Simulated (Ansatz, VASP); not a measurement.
C in VASP and in Ansatz

INCAR

```
SYSTEM = C
  PREC = Accurate
  ENCUT = 520
  EDIFF = 1E-7
  ISMEAR = 0
  SIGMA = 0.05
  LREAL = .FALSE.
  LASPH = .TRUE.
  NELM = 60
  ALGO = Normal
  ISIF = 2
  LWAVE = .FALSE.
  LCHARG = .FALSE.
  GGA = PE
  NBANDS = 36
```

File KPOINTS:

```
regular mesh
0
G
  12 12 2
  0 0 0
```

Contents of POSCAR:

```
C
1.0
    2.6088000000      0.0000000000      0.0000000000
   -1.3044000000      2.2592870734      0.0000000000
    0.0000000000      0.0000000000     12.2737000000
C
12
Direct
    0.0000000000      0.0000000000      0.1868593266
    0.0000000000      0.0000000000      0.6868593266
    0.0000000000      0.0000000000      0.3131406734
    0.0000000000      0.0000000000      0.8131406734
    0.3333333333      0.6666666667      0.5207665411
    0.6666666667      0.3333333333      0.0207665411
    0.3333333333      0.6666666667      0.9792334589
    0.6666666667      0.3333333333      0.4792334589
    0.3333333333      0.6666666667      0.6450950823
    0.6666666667      0.3333333333      0.1450950823
    0.3333333333      0.6666666667      0.8549049177
    0.6666666667      0.3333333333      0.3549049177
```

Input for Ansatz:

```yaml
crystal:
  lattice:
    - [2.6088, 0.0, 0.0]
    - [-1.3044, 2.2592870734, 0.0]
    - [0.0, 0.0, 12.2737]
  atoms:
    - { symbol: C, position: [0.0, 0.0, 0.1868593266] }
    - { symbol: C, position: [0.0, 0.0, 0.6868593266] }
    - { symbol: C, position: [0.0, 0.0, 0.3131406734] }
    - { symbol: C, position: [0.0, 0.0, 0.8131406734] }
    - { symbol: C, position: [0.3333333333, 0.6666666667, 0.5207665411] }
    - { symbol: C, position: [0.6666666667, 0.3333333333, 0.0207665411] }
    - { symbol: C, position: [0.3333333333, 0.6666666667, 0.9792334589] }
    - { symbol: C, position: [0.6666666667, 0.3333333333, 0.4792334589] }
    - { symbol: C, position: [0.3333333333, 0.6666666667, 0.6450950823] }
    - { symbol: C, position: [0.6666666667, 0.3333333333, 0.1450950823] }
    - { symbol: C, position: [0.3333333333, 0.6666666667, 0.8549049177] }
    - { symbol: C, position: [0.6666666667, 0.3333333333, 0.3549049177] }
basis:
  ecutwfc: 520.0
kpoints:
  mp_grid: { grid: [12, 12, 2] }
hamiltonian:
  xc: pbe
  pseudopotentials: { kind: paw, azcp: { folder: soft_1 } }
scf:
  occupations: { method: gaussian, width: 0.05 }
output:
  forces: true
  stress: true
  eigenvalues: true
```

Alike in both runs: task single point; functional PBE; k mesh 12 × 12 × 2; occupations gaussian, width 0.05 eV; no spin polarisation.

|  | VASP | Ansatz |
| --- | --- | --- |
| version | VASP 6.6.1 | Ansatz 0.2.0 |
| potentials or method | VASP PAW PBE potentials, release 64 (C), cutoff 520 eV | scalar-relativistic, plane waves, PAW |
| valence electrons in the cell | 48 | 48 |

|  | VASP | Ansatz | Ansatz less VASP |
| --- | --- | --- | --- |
| gap on the k mesh at the Fermi level (eV) | 3.86 | 3.87 | +0.009 |
| least direct gap on the mesh (eV) | 4.73 | 4.73 | +0.006 |
| pressure (GPa) | -20.3 | -20.7 | -0.44 |
| traceless stress, the component that is largest in VASP (GPa) | 33.10 | 32.91 | -0.189 |
| rms of the force components (eV/Å) | 0.069 | 0.063 | -0.0064 |

Atom by atom the forces differ by 0.008 eV/Å (rms over components). The functional is the same, so the differences come from potentials, cutoffs and numerics.
